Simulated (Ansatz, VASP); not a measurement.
Two plane-wave programs on Tl

The input POSCAR:

```
Tl
1.0
    0.0000000000      2.3806396396      2.3806396396
    2.3806396396      0.0000000000      2.3806396396
    2.3806396396      2.3806396396      0.0000000000
Tl
1
Direct
    0.0000000000      0.0000000000      0.0000000000
```

The input INCAR.step1:

```
PREC     = Accurate       # precision mode
ENCUT    = 520            # plane-wave cutoff, eV
ISMEAR   = 0              # smearing method
SIGMA    = 0.1            # smearing width, eV
LREAL    = F              # projectors in reciprocal space
LASPH    = T              # aspherical terms in the spheres
NELM     = 80             # most SCF steps
NBANDS   = 12             # bands
GGA      = PE             # functional
ALGO     = Normal         # electronic algorithm
EDIFF    = 1E-4           # SCF threshold, eV
LWAVE    = T              # write WAVECAR
LCHARG   = F              # write CHGCAR
```

File INCAR.step2:

```
PREC     = Accurate       # precision mode
ENCUT    = 520            # plane-wave cutoff, eV
EDIFF    = 1E-7           # SCF threshold, eV
ISMEAR   = 0              # smearing method
SIGMA    = 0.1            # smearing width, eV
LREAL    = F              # projectors in reciprocal space
LASPH    = T              # aspherical terms in the spheres
NELM     = 80             # most SCF steps
ALGO     = Normal         # electronic algorithm
ISIF     = 2              # what is computed and relaxed
LWAVE    = F              # write WAVECAR
LCHARG   = F              # write CHGCAR
METAGGA  = R2SCAN         # meta-GGA
LMIXTAU  = T            
NBANDS   = 12             # bands
ISTART   = 1
```

KPOINTS

```
regular mesh
0
Gamma
  6 6 6
```

Input for Ansatz:

```yaml
crystal:
  lattice:
    - [0.0, 2.3806396396, 2.3806396396]
    - [2.3806396396, 0.0, 2.3806396396]
    - [2.3806396396, 2.3806396396, 0.0]
  atoms:
    - { symbol: Tl, position: [0.0, 0.0, 0.0] }
basis:
  ecutwfc: 500
kpoints:
  mp_grid: { grid: [6, 6, 6] }
hamiltonian:
  xc: r2scan
scf:
  occupations: { method: gaussian, width: 0.1 }
output:
  forces: true
  stress: true
  eigenvalues: true
```

Alike in both runs: task single point; functional r2SCAN; k mesh 6 × 6 × 6; occupations gaussian, width 0.1 eV; no spin polarisation.

|  | VASP | Ansatz |
| --- | --- | --- |
| version | VASP 6.6.1 | Ansatz 0.2.0 |
| potentials or method | VASP PAW PBE potentials, release 64 (Tl_d), cutoff 520 eV | scalar-relativistic, plane waves, PAW |
| valence electrons in the cell | 13 | 13 |

```tsv
	VASP	Ansatz	Ansatz less VASP
gap on the k mesh at the Fermi level (eV)	none	none	-
pressure (GPa)	4.7	4.7	+0.03
```

VASP's potentials were made for PBE, not for r2SCAN. A gap of «none» marks a metal or a gap that the smearing closes. With one functional, cell and mesh, what is left measures potentials, basis and numerics.

The k mesh is coarse, so the values compare programs but aren't converged. Spin-orbit coupling is off throughout.
